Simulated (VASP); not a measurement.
# Sc (Fd-3m) in VASP: further runs, part 2 of 2

VASP 6.6.1. The steps go on from the part before.

**3. Relaxation of cell and atoms, PBE**

This run uses another cell than the first one, of 30.92 Å³/atom.

INCAR

```
SYSTEM = Sc
PREC = Accurate
ENCUT = 600
EDIFF = 1E-6
ISMEAR = -1
SIGMA = 0.08
LREAL = .False.
LASPH = .True.
NELM = 80
ALGO = Normal
ISIF = 3
LWAVE = .False.
LCHARG = .False.
GGA = PE
IBRION = 2
NSW = 60
EDIFFG = -0.005
```

KPOINTS

```
Automatic mesh
0
Gamma
  12 12 12
  0 0 0
```

POSCAR

```
Sc
1.0
    0.0000000000      3.1385914680      3.1385914680
    3.1385914680      0.0000000000      3.1385914680
    3.1385914680      3.1385914680      0.0000000000
Sc
2
Direct
   -0.1250000000     -0.1250000000     -0.1250000000
    0.1250000000      0.1250000000      0.1250000000
```

Potentials or basis: VASP PAW PBE potentials, release 64 (Sc_sv).

Launch:

```bash
cat potpaw_PBE.64/Sc_sv/POTCAR > POTCAR
mpirun -np 1 vasp_std > vasp.out
```

OUTCAR:

```text
SYSTEM = Sc
   PREC = Accurate
   ENCUT = 600
   EDIFF = 1E-6
   ISMEAR = -1
   LREAL = .False.
   LASPH = .True.
   NELM = 80
   ISIF = 3
   GGA = PE
   IBRION = 2
   NSW = 60
   EDIFFG = -0.005

 ion  position               nearest neighbor table
   1  0.875  0.875  0.875-   2 2.72   2 2.72   2 2.72   2 2.72
   2  0.125  0.125  0.125-   1 2.72   1 2.72   1 2.72   1 2.72

  LATTYP: Found a face centered cubic cell.
 ALAT       =     6.2771829360

  Lattice vectors:

 A1 = (   0.0000000000,   3.1385914680,   3.1385914680)
 A2 = (   3.1385914680,   0.0000000000,   3.1385914680)
 A3 = (   3.1385914680,   3.1385914680,   0.0000000000)

Analysis of symmetry for initial positions (statically):
=====================================================================
 Subroutine PRICEL returns:
 Original cell was already a primitive cell.

 Routine SETGRP: Setting up the symmetry group for a
 face centered cubic supercell.

 Subroutine GETGRP returns: Found 48 space group operations
 (whereof 12 operations were pure point group operations)
 out of a pool of 48 trial point group operations.

The static configuration has the point symmetry D_3d.
 The point group associated with its full space group is O_h .

Analysis of symmetry for dynamics (positions and initial velocities):
=====================================================================
 Subroutine PRICEL returns:
 Original cell was already a primitive cell.

 Routine SETGRP: Setting up the symmetry group for a
 face centered cubic supercell.

 Subroutine GETGRP returns: Found 48 space group operations
 (whereof 12 operations were pure point group operations)
 out of a pool of 48 trial point group operations.

The dynamic configuration has the point symmetry D_3d.
 The point group associated with its full space group is O_h .

 Subroutine INISYM returns: Found 48 space group operations
 (whereof 12 operations are pure point group operations),
 and found     1 'primitive' translations

[... 133 lines left out ...]

 number of electron      21.9999999 magnetization

 Free energy of the ion-electron system (eV)
  ---------------------------------------------------
  ext. energy  EPLUGINS =         0.00000000
  ---------------------------------------------------
  free energy    TOTEN  =        -8.54266260 eV

  energy without entropy =       -8.44716094  energy(sigma->0) =       -8.49491177

------------------------ aborting loop because EDIFF is reached ----------------------------------------

  FORCE on cell =-STRESS in cart. coord.  units (eV):
  Direction    XX          YY          ZZ          XY          YZ          ZX
  --------------------------------------------------------------------------------------
  -------------------------------------------------------------------------------------
  Total        0.5845912      0.5845912      0.5845912      0.0000000      0.0000000      0.0000000
  in kB       15.1470655     15.1470655     15.1470655      0.0000000      0.0000000      0.0000000
  external PRESSURE =      15.1470655 kB  Pullay stress =       0.0000000 kB
[... 59 lines left out ...]
--------------------------------------- Ionic step        3  -------------------------------------------

 number of electron      21.9999994 magnetization

 Free energy of the ion-electron system (eV)
  ---------------------------------------------------
  ext. energy  EPLUGINS =         0.00000000
  ---------------------------------------------------
  free energy    TOTEN  =        -8.57588480 eV

  energy without entropy =       -8.45356354  energy(sigma->0) =       -8.51472417

 E-fermi :   1.6746     XC(G=0):  -8.3452

 val. band max:        1.6679281601   @ k =  -0.4167   0.1667   0.0000
 cond. band min:       1.6761026783   @ k =   0.4167   0.1667   0.0833
 fundamental gap:      0.0081745182
 Fermi energy:         1.6746036360

 k-point     1 :       0.0000    0.0000    0.0000
  band No.  band energies     occupation
      1     -48.2972      2.00000
      2     -48.0977      2.00000
      3     -27.0580      2.00000
      4     -27.0580      2.00000
      5     -27.0580      2.00000
      6     -26.6876      2.00000
      7     -26.6876      2.00000
      8     -26.6876      2.00000
      9      -2.3550      2.00000
     10       1.7153      0.75105
     11       1.7153      0.75105
     12       1.8965      0.11750
     13       1.8965      0.11750
     14       1.8965      0.11750
[... 401 lines left out ...]
      2     -48.1560      2.00000
      3     -27.1316      2.00000
      4     -27.1075      2.00000
      5     -27.0037      2.00000
      6     -26.7479      2.00000
      7     -26.6378      2.00000
      8     -26.6173      2.00000
      9       0.0079      2.00000
     10       0.7555      1.99998
     11       1.5064      1.78234
     12       1.6679      1.04170
     13       1.9951      0.03575
     14       2.2764      0.00108
     15       2.3357      0.00052

 [... further k-points ...]

------------------------ aborting loop because EDIFF is reached ----------------------------------------

  FORCE on cell =-STRESS in cart. coord.  units (eV):
  Direction    XX          YY          ZZ          XY          YZ          ZX
  --------------------------------------------------------------------------------------
  -------------------------------------------------------------------------------------
  Total       -0.0005720     -0.0005720     -0.0005720      0.0000000      0.0000000      0.0000000
  in kB       -0.0130591     -0.0130591     -0.0130591      0.0000000      0.0000000      0.0000000
  external PRESSURE =      -0.0130591 kB  Pullay stress =       0.0000000 kB
[... 17 lines left out ...]
  FREE ENERGIE OF THE ION-ELECTRON SYSTEM (eV)
  ---------------------------------------------------
  free  energy   TOTEN  =        -8.5758847966 eV

  energy  without entropy=       -8.4535635373  energy(sigma->0) =       -8.51472417

 reached required accuracy - stopping structural energy minimisation
```

OSZICAR:

```text
N       E                     dE             d eps       ncg     rms          rms(c)
DAV:   1     0.426284015418E+03    0.42628E+03   -0.11381E+04  2160   0.163E+03
DAV:   2     0.160813502126E+02   -0.41020E+03   -0.40407E+03  3039   0.648E+02
DAV:   3    -0.881339313509E+01   -0.24895E+02   -0.24387E+02  3557   0.195E+02
DAV:   4    -0.951084492725E+01   -0.69745E+00   -0.68520E+00  3495   0.280E+01
[... 24 lines left out ...]
DAV:   5    -0.857576831286E+01   -0.24730E-03   -0.54169E-03  3691   0.674E-01    0.696E-02
DAV:   6    -0.857588385555E+01   -0.11554E-03   -0.36359E-04  3058   0.168E-01    0.113E-02
DAV:   7    -0.857588356208E+01    0.29347E-06   -0.55369E-05  3358   0.697E-02    0.708E-03
DAV:   8    -0.857588474958E+01   -0.11875E-05   -0.21155E-06  2242   0.162E-02    0.154E-03
DAV:   9    -0.857588479660E+01   -0.47023E-07   -0.37990E-07  1367   0.829E-03
   3 F= -.85758848E+01 E0= -.85147242E+01  d E =-.332222E-01
```

CONTCAR:

```text
Sc
   1.00000000000000
     0.0000000000000000    3.2738493152229990    3.2738493152229990
     3.2738493152229990    0.0000000000000000    3.2738493152229990
     3.2738493152229990    3.2738493152229990    0.0000000000000000
  Sc
     2
Direct
     0.8750000000000000    0.8750000000000000    0.8750000000000000
     0.1250000000000000    0.1250000000000000    0.1250000000000000

  0.00000000E+00  0.00000000E+00  0.00000000E+00
  0.00000000E+00  0.00000000E+00  0.00000000E+00
```

Wall time 66 s (1 thread of Intel Xeon 6975P-C (Granite Rapids), shared host); peak memory 0.25 GiB.

What came out:

```yaml
Free_energy: -8.5759 eV
Relaxed_volume: 35.09 Å³/atom
Relaxed_cell: a = 4.630 Å, b = 4.630 Å, c = 4.630 Å, α = 60.00°, β = 60.00°, γ = 60.00°
Space_group_after_relaxing_to_0.1_Å: Fd-3m (No. 227)
Energy_gained_by_relaxing: 16.6 meV/atom
Ionic_steps: 3
Pressure_after_relaxing: 0.0 GPa
Band_gap_on_the_k_mesh: zero (bands 11 and 12 overlap by 0.70 eV)
```

The path:
| step | energy change (eV) | largest force (eV/Å) | pressure (GPa) | volume (Å³) |
| --- | --- | --- | --- | --- |
| 1 | 0.0000 | 0.0000 | 1.51 | 61.84 |
| 2 | -0.0196 | 0.0000 | 0.86 | 64.49 |
| 3 | -0.0332 | 0.0000 | 0.00 | 70.18 |

Final structure:
```
Sc
1.0
     0.00000    3.27385    3.27385
     3.27385    0.00000    3.27385
     3.27385    3.27385    0.00000
Sc
2
Cartesian
  5.7292 5.7292 5.7292
  0.8185 0.8185 0.8185
```
